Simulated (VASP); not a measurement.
# C (I4_1/amd) in VASP: notebook, part 2 of 2

VASP 6.6.1. Earlier steps stand in the parts before.

## 5. Single point, PBE

This run uses another cell than the first one, of the same volume but with other edges.

The input, INCAR:

```
SYSTEM = C
  ALGO = Normal
  EDIFF = 1E-6
  ENCUT = 520
  GGA = PE
  ISIF = 2
  ISMEAR = 0
  LASPH = .True.
  LCHARG = .True.
  LELF = .True.
  LREAL = .False.
  LVHAR = .True.
  LWAVE = .False.
  NBANDS = 11
  NELM = 80
  PREC = Accurate
  SIGMA = 0.05
```

The input, KPOINTS:

```
k-points
0
Gamma
  12 12 12
  0 0 0
```

The input, POSCAR:

```
C
1.0
    0.0000000000      1.8327213711      1.6920862354
    1.8327213711      0.0000000000      1.6920862354
    1.8327213711      1.8327213711      0.0000000000
C
2
Direct
    0.5000000000      0.5000000000      0.5000000000
    0.7500000000      0.7500000000      0.7500000000
```

Potentials or basis: VASP PAW PBE potentials, release 64 (C).

The run is started by

```
$ cat potpaw_PBE.64/C/POTCAR > POTCAR
$ mpirun -np 1 vasp_std > vasp.out
```

OUTCAR:

```text
SYSTEM = C
   EDIFF = 1E-6
   ENCUT = 520
   GGA = PE
   ISIF = 2
   ISMEAR = 0
   LASPH = .True.
   LREAL = .False.
   NELM = 80
   PREC = Accurate

 ion  position               nearest neighbor table
   1  0.500  0.500  0.500-   2 1.55   2 1.55   2 1.55   2 1.55
   2  0.750  0.750  0.750-   1 1.55   1 1.55   1 1.55   1 1.55

  LATTYP: Found a body centered tetragonal cell.
 ALAT       =     2.5918594191
 C/A-ratio  =     1.3056929114

  Lattice vectors:

 A1 = (   0.0000000000,  -1.8327213711,  -1.6920862354)
 A2 = (   0.0000000000,   1.8327213711,  -1.6920862354)
 A3 = (   1.8327213711,   0.0000000000,   1.6920862354)

Analysis of symmetry for initial positions (statically):
=====================================================================
 Subroutine PRICEL returns:
 Original cell was already a primitive cell.

 Routine SETGRP: Setting up the symmetry group for a
 body centered tetragonal supercell.

 Subroutine GETGRP returns: Found 16 space group operations
 (whereof  8 operations were pure point group operations)
 out of a pool of 16 trial point group operations.

The static configuration has the point symmetry D_2d.
 The point group associated with its full space group is D_4h.

Analysis of symmetry for dynamics (positions and initial velocities):
=====================================================================
 Subroutine PRICEL returns:
 Original cell was already a primitive cell.

 Routine SETGRP: Setting up the symmetry group for a
 body centered tetragonal supercell.

 Subroutine GETGRP returns: Found 16 space group operations
 (whereof  8 operations were pure point group operations)
 out of a pool of 16 trial point group operations.

The dynamic configuration has the point symmetry D_2d.
 The point group associated with its full space group is D_4h.

 Subroutine INISYM returns: Found 16 space group operations
 (whereof  8 operations are pure point group operations),
 and found     1 'primitive' translations

[... 117 lines left out ...]
  Thomas-Fermi vector in A             =   2.573152
   LORBIT       =      0    0 simple, 1 ext, 2 COOP (PROOUT), +10 PAW based schemes
   GGA     = PE    functional components
   LHFCALC =     F    Hartree Fock is set to
   AEXX    =    0.0000 exact exchange contribution
   IVDW    =     0    specifies the selected vdW correction
   LEPSILON=     F    determine dielectric tensor
   LRPA    =     F    only Hartree local field effects (RPA)
 non-spin polarized calculation
 Gauss-broadening in eV      SIGMA  =   0.05
  energy-cutoff  :      520.00
  volume of cell :       11.37
 maximum number of plane-waves:       315
   NGX =  9   NGY =  9   NGZ =  9

 number of electron       8.0000000 magnetization

 Free energy of the ion-electron system (eV)
  ---------------------------------------------------
  ext. energy  EPLUGINS =         0.00000000
  ---------------------------------------------------
  free energy    TOTEN  =       -18.05350983 eV

  energy without entropy =      -18.05350983  energy(sigma->0) =      -18.05350983

 E-fermi :  10.6970     XC(G=0): -13.2499

 val. band max:       10.4424517944   @ k =   0.0000   0.0000   0.0000
 cond. band min:      12.6451552279   @ k =   0.3333   0.3333   0.0000
 fundamental gap:      2.2027034336
 Fermi energy:        10.6970313982

 k-point     1 :       0.0000    0.0000    0.0000
  band No.  band energies     occupation
      1     -11.7398      2.00000
      2       9.3422      2.00000
      3       9.3422      2.00000
      4      10.4425      2.00000
      5      14.6975      0.00000
      6      15.6839      0.00000
      7      15.6839      0.00000
      8      22.9064      0.00000
      9      29.0415      0.00000
     10      34.2012      0.00000
     11      35.8776      0.00000
[... 309 lines left out ...]
 k-point    24 :      -0.4167    0.1667    0.0000
  band No.  band energies     occupation
      1      -5.6774      2.00000
      2      -2.5468      2.00000
      3       5.0692      2.00000
      4       5.4058      2.00000
      5      16.1227      0.00000
      6      19.8026      0.00000
      7      21.5738      0.00000
      8      24.6063      0.00000
      9      29.0016      0.00000
     10      33.8647      0.00000
     11      34.1816      0.00000

 [... further k-points ...]
[... 5 lines left out ...]
  --------------------------------------------------------------------------------------
  -------------------------------------------------------------------------------------
  Total       -1.4879095     -1.4879095      3.3285377      0.0000000      0.0000000      0.0000000
  in kB     -209.7209081   -209.7209081    469.1575218      0.0000000      0.0000000      0.0000000
  external PRESSURE =      16.5719019 kB  Pullay stress =       0.0000000 kB

 VOLUME and BASIS-vectors are now :
 -----------------------------------------------------------------------------
  energy-cutoff  :      520.00
  volume of cell :       11.37
      direct lattice vectors                 reciprocal lattice vectors
     0.000000000  1.832721371  1.692086235    -0.272818339  0.272818339  0.295493214
     1.832721371  0.000000000  1.692086235     0.272818339 -0.272818339  0.295493214
     1.832721371  1.832721371  0.000000000     0.272818339  0.272818339 -0.295493214

 POSITION                                       TOTAL-FORCE (eV/Angst)
 -----------------------------------------------------------------------------------
      1.83272      1.83272      1.69209         0.000000      0.000000     -0.000000
      2.74908      2.74908      2.53813        -0.000000     -0.000000      0.000000
 -----------------------------------------------------------------------------------
    total drift:                                0.000000     -0.000000      0.000000

  FREE ENERGIE OF THE ION-ELECTRON SYSTEM (eV)
  ---------------------------------------------------
  free  energy   TOTEN  =       -18.0535098324 eV

  energy  without entropy=      -18.0535098324  energy(sigma->0) =      -18.05350983
```

OSZICAR:

```text
N       E                     dE             d eps       ncg     rms          rms(c)
DAV:   1     0.141079225978E+01    0.14108E+01   -0.46923E+03  3733   0.693E+02
DAV:   2    -0.182829954230E+02   -0.19694E+02   -0.19116E+02  4621   0.128E+02
DAV:   3    -0.186782219690E+02   -0.39523E+00   -0.39414E+00  4187   0.137E+01
DAV:   4    -0.186788783930E+02   -0.65642E-03   -0.65641E-03  3846   0.700E-01
DAV:   5    -0.186788791434E+02   -0.75037E-06   -0.75036E-06  4116   0.225E-02    0.551E+00
DAV:   6    -0.182096447617E+02    0.46923E+00   -0.24474E-01  3687   0.348E+00    0.329E+00
DAV:   7    -0.180517046218E+02    0.15794E+00   -0.29974E-01  3808   0.390E+00    0.749E-01
DAV:   8    -0.180534519105E+02   -0.17473E-02   -0.83819E-03  3760   0.686E-01    0.431E-02
DAV:   9    -0.180534900063E+02   -0.38096E-04   -0.59966E-05  4283   0.621E-02    0.242E-02
DAV:  10    -0.180535097790E+02   -0.19773E-04   -0.14898E-05  3850   0.340E-02    0.521E-03
DAV:  11    -0.180535098324E+02   -0.53451E-07   -0.22364E-07  2942   0.435E-03
   1 F= -.18053510E+02 E0= -.18053510E+02  d E =-.899636E-16
```

stdout:

```text
POSCAR found type information on POSCAR C
 POSCAR found :  1 types and       2 ions
 scaLAPACK will be used
 LDA part: xc-table for (Slater+PW92), standard interpolation
 POSCAR, INCAR and KPOINTS ok, starting setup
 FFT: planning ... GRIDC
 FFT: planning ... GRID_SOFT
 FFT: planning ... GRID
 WAVECAR not read
 entering main loop
```

It took 9 s on 1 thread of Intel Xeon Platinum 8559C (Emerald Rapids), shared host; peak memory 0.12 GiB.

Results:

| Quantity | Value |
| --- | --- |
| Free energy | -18.0535 eV |
| Pressure | 1.7 GPa |
| Band gap on the k mesh | 2.20 eV, indirect (least direct gap 4.25 eV) |

Levels at points of the mesh, in eV from the valence-band top:
```tsv
k point	band 2	band 3	band 4	band 5	band 6	band 7
(0.00, 0.00, 0.00)	-1.10	-1.10	0.00	4.25	5.24	5.24
(0.50, 0.00, 0.00)	-14.07	-4.19	-2.86	6.63	7.37	9.45
(0.50, 0.50, 0.00)	-12.63	-7.76	-7.76	2.81	2.81	16.26
(0.50, 0.00, 0.50)	-13.88	-6.57	-6.57	4.69	4.69	15.59
```

Caveat: the cell differs from its parent crystal (strain +e along x and -e along y +0.0000, strain +e along z and -e/2 along x and y -0.0525). A k mesh can miss the band edges.

## 6. Summary

```tsv
cell	gap on the mesh (eV)	pressure (GPa)
a = 2.573, b = 2.573, c = 2.437 Å, angles 61.7, 61.7, 56.5°, 2 atoms	2.86	2.5
a = 2.485, b = 2.485, c = 2.614 Å, angles 58.3, 58.3, 63.5°, 2 atoms	1.56	2.5
a = 2.504, b = 2.504, c = 2.570 Å, angles 59.1, 59.1, 61.7°, 2 atoms	2.84	1.1
a = 2.494, b = 2.494, c = 2.592 Å, angles 58.7, 58.7, 62.6°, 2 atoms	2.20	1.7
```

Alike in all rows: task single point; level PBE; potentials or basis VASP PAW PBE potentials, release 64 (C); no spin polarisation; k mesh 12 × 12 × 12; cutoff (eV) 520; smearing gaussian 0.05 eV.

Absolute energies hang on the potentials; compare differences alone.
